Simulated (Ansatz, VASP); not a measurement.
Two plane-wave programs on AlN

```
Al N
1.0
     3.11358    0.00000    0.00000
    -1.55679    2.69644    0.00000
     0.00000    0.00000    4.98313
Al N
2 2
Direct
  0.33333 0.66667 0.99114
  0.66667 0.33333 0.49114
  0.33333 0.66667 0.39086
  0.66667 0.33333 0.89086
```

Change from the starting cell: polar distortion scaled by 0.85.

Alike in both runs: task single point; functional PBEsol; k mesh 9 × 9 × 6; no spin polarisation.

```csv
,VASP,Ansatz
version,VASP 6.6.1,Ansatz 0.2.0
potentials or method,"VASP PAW PBE potentials, release 64 (Al, N), cutoff 520 eV","scalar-relativistic, plane waves, PAW"
occupations,"gaussian, width 0.01 eV",fixed
valence electrons in the cell,16,16
```

Ansatz gave:

- gap on the k mesh at the Fermi level (eV): 3.82
- least direct gap on the mesh (eV): 3.82
- pressure (GPa): 0.5
- traceless stress, the component that is largest in VASP (GPa): -6.80
- rms of the force components (eV/Å): 0.489

Task: Estimate VASP's values.

Result: gap on the k mesh at the Fermi level (eV): 3.84; least direct gap on the mesh (eV): 3.84; pressure (GPa): 0.5; traceless stress, the component that is largest in VASP (GPa): -6.89; rms of the force components (eV/Å): 0.492.

VASP's potentials were made for PBE, not for PBEsol, and Ansatz warns of the same on its side. Atom by atom the forces differ by 0.004 eV/Å (rms over components).
